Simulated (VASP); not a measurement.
Crystal: Si.

```
Si
1.0
     0.00000    2.71014    2.71014
     2.71014    0.00000    2.71014
     2.71014    2.71014    0.00000
Si
2
Direct
  0.00000 0.00000 0.00000
  0.25000 0.25000 0.25000
```

This cell differs from its parent crystal: strain -0.4%.

Program: VASP 6.6.1. Alike in all runs: task single point; potentials or basis VASP PAW PBE potentials, release 64 (Si); no spin polarisation; cell as given; cutoff (eV) 520.

**Question.** Order these runs on this cell by their band gap on the k mesh, lowest first.
A. level HSE06; k mesh 6 × 6 × 6; smearing gaussian 0.01 eV; grid for exact exchange (PRECFOCK) Normal; screening parameter 0.2079 1/Å
B. level PBE; k mesh 8 × 8 × 8; smearing fermi-dirac 0.02 eV
C. level r2SCAN; k mesh 8 × 8 × 8; smearing gaussian 0.01 eV

**Answer.** B (0.61 eV), C (0.81 eV), A (1.28 eV).

A k mesh can miss the band edges.
